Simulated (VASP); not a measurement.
Wanted: the native input for a VASP 6.6.1 run.

```yaml
Task: single point
Functional: LDA
Potentials_or_basis: VASP PAW LDA potentials, release 64 (Sn_d, Te)
Cutoff: 520 eV
k_mesh: 10 × 10 × 10
Occupations: gaussian, width 0.03 eV
Spin: no spin polarisation
Dipole_correction: no
Further_INCAR_settings: ALGO = Normal; EDIFF = 1e-07; NBANDS = 17
```

The structure of SnTe lies in POSCAR:

```
SnTe
1.0
    0.0000000000      3.0094092235      3.3368578955
    3.0094092235      0.0000000000      3.3368578955
    3.0094092235      3.0094092235      0.0000000000
Sn Te
1 1
Direct
    0.0000000000      0.0000000000      0.0000000000
    0.5000000000      0.5000000000      0.5000000000
```

These files were run (other wordings do the same):

INCAR

```
PREC = Accurate ; ENCUT = 520
EDIFF = 1E-7 ; ISMEAR = 0
SIGMA = 0.03 ; LREAL = F
LASPH = T ; NELM = 100
ALGO = Normal ; ISIF = 2
LWAVE = F ; LCHARG = F
GGA = CA ; NBANDS = 17
```

KPOINTS

```
regular mesh
0
Gamma
  10 10 10
```

Potentials or basis: VASP PAW LDA potentials, release 64 (Sn_d, Te).

Command:

```bash
$ cat potpaw_LDA.64/Sn_d/POTCAR potpaw_LDA.64/Te/POTCAR > POTCAR
$ mpirun -np 1 vasp_std > vasp.out
```

It gave:

| Property | Result |
| --- | --- |
| Pressure | 1.5 GPa |
| Band gap on the k mesh | zero (bands 10 and 11 overlap by 0.29 eV) |

Caveat: the stress differs along the axes, from -6 to 5 GPa; semilocal functionals underestimate gaps, and a narrow one can read as zero; spin-orbit coupling is left out, which moves the levels of the heavy elements.

It took 3.1 min on 1 thread of Intel Xeon 8259CL (shared host), peak memory 0.24 GiB.
